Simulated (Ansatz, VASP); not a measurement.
One calculation of Co, two programs

Contents of INCAR:

```
SYSTEM = Co
  PREC = Accurate
  ENCUT = 520
  EDIFF = 1E-8
  ISMEAR = -1
  SIGMA = 0.05
  LREAL = .FALSE.
  LASPH = .TRUE.
  NELM = 150
  ALGO = Normal
  ISIF = 2
  LWAVE = .FALSE.
  LCHARG = .FALSE.
  ISPIN = 2
  MAGMOM = 2 2
  LORBIT = 11
  LMAXMIX = 4
  GGA = PS
  LEFG = .TRUE.
  NBANDS = 20
```

The input KPOINTS:

```
Automatic mesh
0
G
  19 19 10
  0 0 0
```

File POSCAR:

```
Co
1.0
    2.5020943139      0.0000000000      0.0000000000
   -1.2510471570      2.1668772385      0.0000000000
    0.0000000000      0.0000000000      4.0635427969
Co
2
Direct
    0.3333333333      0.6666666667      0.2500000000
    0.6666666667      0.3333333333      0.7500000000
```

Input for Ansatz:

```yaml
crystal:
  lattice:
    - [2.5020943139, 0.0, 0.0]
    - [-1.251047157, 2.1668772385, 0.0]
    - [0.0, 0.0, 4.0635427969]
  atoms:
    - { symbol: Co, position: [0.3333333333, 0.6666666667, 0.25], spin: 2.0 }
    - { symbol: Co, position: [0.6666666667, 0.3333333333, 0.75], spin: 2.0 }
magnetization:
  spin_polarized: true
kpoints:
  mp_grid: { grid: [19, 19, 10] }
scf:
  occupations: { method: fermi_dirac, width: 0.05 }
hamiltonian:
  xc: pbesol
  pseudopotentials: { kind: all_electron, datasets: crystal }
output:
  forces: true
  stress: true
  eigenvalues: true
  efg: { contact_densities: true }
```

Change from the starting cell: volume scaled by 0.98, crystal datasets.

Alike in both runs: task electric field gradients; functional PBEsol; k mesh 19 × 19 × 10; occupations fermi-dirac, width 0.05 eV; collinear spin.

|  | VASP | Ansatz |
| --- | --- | --- |
| version | VASP 6.6.1 | Ansatz 0.2.0 |
| potentials or method | VASP PAW PBE potentials, release 64 (Co), cutoff 520 eV | all-electron PAW with datasets made for the crystal, scalar-relativistic |

|  | VASP | Ansatz | Ansatz less VASP |
| --- | --- | --- | --- |
| pressure (GPa) | -13.3 | -12.7 | +0.52 |
| traceless stress, the component that is largest in VASP (GPa) | -1.08 | -1.01 | +0.077 |
| net moment per atom (μB) | 1.62 | 1.63 | +0.009 |
| size of the moment on the site where the two differ most (μB) | 1.64 | 1.70 | +0.061 |
| size of Vzz on the site where it differs most (V/Å²) | 2.1 | 1.7 | -0.35 |

VASP's potentials were made for PBE, not for PBEsol. Site moments also hang on the region over which each program counts them. Ansatz ran all-electron here, and VASP with PAW potentials. Ansatz's warnings: stability check not made.
